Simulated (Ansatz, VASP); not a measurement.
**Two plane-wave programs on CdAgC4N4**

```
Cd Ag C N
1.0
     6.10952    0.00000    0.00000
     0.00000    6.10952    0.00000
     0.00000    0.00000    6.10952
Cd Ag C N
1 1 4 4
Cartesian
  0.0000 0.0000 0.0000
  3.0548 3.0548 3.0548
  1.1553 1.1553 1.1553
  1.1553 4.9542 4.9542
  4.9542 1.1553 4.9542
  4.9542 4.9542 1.1553
  1.8308 1.8308 1.8308
  1.8308 4.2787 4.2787
  4.2787 1.8308 4.2787
  4.2787 4.2787 1.8308
```

Alike in both runs: task single point; functional PBE; k mesh 4 × 4 × 4; occupations gaussian, width 0.1 eV; collinear spin.

|  | VASP | Ansatz |
| --- | --- | --- |
| version | VASP 6.6.1 | Ansatz 0.2.0 |
| potentials or method | VASP PAW PBE potentials, release 64 (Cd, Ag, C, N), cutoff 520 eV | scalar-relativistic, plane waves, PAW |
| valence electrons in the cell | 59 | 75 |

|  | VASP | Ansatz | Ansatz less VASP |
| --- | --- | --- | --- |
| gap on the k mesh at the Fermi level (eV) | none | none | - |
| pressure (GPa) | 6.0 | 5.5 | -0.51 |
| rms of the force components (eV/Å) | 1.014 | 1.130 | +0.1156 |
| net moment per atom (μB) | 0.10 | 0.10 | 0.000 |
| size of the moment on the site where the two differ most (μB) | 0.40 | 0.37 | -0.038 |

Site moments also hang on the region over which each program counts them. Atom by atom the forces differ by 0.167 eV/Å (rms over components). A gap of «none» marks a metal or a gap that the smearing closes. With one functional, cell and mesh, what is left measures potentials, basis and numerics. VASP's potentials hold 59 valence electrons a cell and Ansatz's 75, so a difference there can come from the potentials and not from the codes.

Noted on VASP's run: the standard files for N, O and F lose accuracy on very short bonds.
